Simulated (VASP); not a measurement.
## Cu: single point with r2SCAN

Crystal: Cu.

```xyz
4
Lattice="2.4661 0.0000 0.0000 -1.2331 2.1357 0.0000 0.0000 0.0000 8.6771" Properties=species:S:1:pos:R:3 pbc="T T T"
Cu    0.0000    0.0000    0.0000
Cu    0.0000    1.4238    2.1693
Cu    0.0000    0.0000    4.3386
Cu    1.2331    0.7119    6.5079
```

This cell differs from its parent crystal: strain -0.025 along x and y, +0.050 along z.

```yaml
Program: VASP 6.6.1
Task: single point
Functional: r2SCAN
Potentials_or_basis: VASP PAW PBE potentials, release 64 (Cu)
Cutoff: 520 eV
k_mesh: 24 × 24 × 6
Occupations: gaussian, width 0.15 eV
Spin: no spin polarisation
```

| Quantity | Value |
| --- | --- |
| Pressure | 1.9 GPa |
| Band gap on the k mesh | zero (band 22 reaches 11.83 eV, above the bottom of band 23 at 5.88 eV) |

Stress tensor (GPa, compression positive):
```
 6.80  0.00  0.00
 0.00  6.80  0.00
 0.00  0.00 -7.81
```

Levels at points of the mesh, in eV from the Fermi level:
```csv
k point,band 20,band 21,band 22,band 23,band 24,band 25
"(0.00, 0.00, 0.00)",-2.12,-2.12,-1.87,-1.87,-1.84,3.09
"(0.50, 0.00, 0.00)",-1.60,-0.53,0.48,1.17,1.83,5.21
"(0.00, 0.00, 0.50)",-2.35,-1.96,-1.96,-1.96,-1.96,6.00
"(0.50, 0.00, 0.50)",-1.61,0.14,0.14,1.57,1.57,5.60
```

It took 8.9 min on 1 thread of Intel(R) Xeon(R) Platinum 8481C CPU @ 2.70GHz (Sapphire Rapids), on a shared host, peak memory 0.35 GiB.

Caveat: the cell differs from its parent crystal (strain -0.025 along x and y, +0.050 along z); the PAW data sets were made with another functional, which shifts forces and pressure a little.
